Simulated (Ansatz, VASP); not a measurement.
## Two plane-wave programs on Al2Cu

```
Al Cu
1.0
    -3.11635    3.11635    2.34140
     3.11635   -3.11635    2.34140
     3.11635    3.11635   -2.34140
Al Cu
4 2
Direct
  0.15932 0.65932 0.81864
  0.65932 0.84068 0.50000
  0.84068 0.34068 0.18136
  0.34068 0.15932 0.50000
  0.75000 0.75000 0.00000
  0.25000 0.25000 0.00000
```

Alike in both runs: task single point; functional PBEsol; k mesh 10 × 10 × 10; occupations gaussian, width 0.15 eV; no spin polarisation.

|  | VASP | Ansatz |
| --- | --- | --- |
| version | VASP 6.6.1 | Ansatz 0.2.0 |
| potentials or method | VASP PAW PBE potentials, release 64 (Al, Cu), cutoff 520 eV | scalar-relativistic, plane waves, PAW |
| valence electrons in the cell | 34 | 50 |

|  | VASP | Ansatz | Ansatz less VASP |
| --- | --- | --- | --- |
| gap on the k mesh at the Fermi level (eV) | none | none | - |
| pressure (GPa) | -4.0 | -4.3 | -0.28 |
| traceless stress, the component that is largest in VASP (GPa) | 6.55 | 6.55 | +0.003 |
| rms of the force components (eV/Å) | 0.064 | 0.062 | -0.0022 |

VASP's potentials were made for PBE, not for PBEsol, and Ansatz warns of the same on its side. Atom by atom the forces differ by 0.002 eV/Å (rms over components). A gap of «none» marks a metal or a gap that the smearing closes. The functional is the same, so the differences come from potentials, cutoffs and numerics. VASP's potentials hold 34 valence electrons a cell and Ansatz's 50, so a difference there can come from the potentials and not from the codes.
